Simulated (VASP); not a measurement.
## LaMg: relaxation of cell and atoms with LDA

LaMg:

```
CELL_PARAMETERS angstrom
3.85518 0.00000 0.00000
0.00000 3.85518 0.00000
0.00000 0.00000 3.85518
ATOMIC_POSITIONS crystal
La 0.00000 0.00000 0.00000
Mg 0.50000 0.50000 0.50000
```

| Property | Result |
| --- | --- |
| Program | VASP 6.6.1 |
| Task | relaxation of cell and atoms |
| Functional | LDA |
| Potentials or basis | VASP PAW LDA potentials, release 64 (La, Mg) |
| Cutoff | 600 eV |
| k mesh | 5 × 5 × 5 |
| Occupations | gaussian, width 0.1 eV |
| Spin | no spin polarisation |
| Dipole correction | no |
| Further INCAR settings | ALGO = Normal; EDIFF = 1e-07; IBRION = 2; EDIFFG = -0.02; NSW = 60; ISIF = 3 |

```yaml
Relaxed_volume: 28.47 Å³/atom
Relaxed_cell: a = 3.847 Å, b = 3.847 Å, c = 3.847 Å, α = 90.00°, β = 90.00°, γ = 90.00°
Space_group_after_relaxing_to_0.05_Å: Pm-3m (No. 221)
Energy_gained_by_relaxing: 0.1 meV/atom
Ionic_steps: 2
Pressure_after_relaxing: 0.0 GPa
```

The path:
| step | energy change (eV) | largest force (eV/Å) | pressure (GPa) | volume (Å³) |
| --- | --- | --- | --- | --- |
| 1 | 0.0000 | 0.0000 | -0.25 | 57.30 |
| 2 | -0.0003 | 0.0000 | 0.01 | 56.93 |

Final structure:
```
La Mg
1.0
     3.84694    0.00000    0.00000
     0.00000    3.84694    0.00000
     0.00000    0.00000    3.84694
La Mg
1 1
Direct
  0.00000 0.00000 0.00000
  0.50000 0.50000 0.50000
```

Levels at points of the mesh, in eV from the Fermi level:
```tsv
k point	band 4	band 5	band 6	band 7	band 8	band 9
(0.00, 0.00, 0.00)	-16.02	-4.81	-0.62	-0.62	1.76	1.76
```

It took 9.7 s on 1 thread of Intel(R) Xeon(R) Platinum 8488C (Sapphire Rapids), with other jobs on the host, peak memory 0.16 GiB.

Caveat: spin-orbit coupling is left out, which moves the levels of the heavy elements.
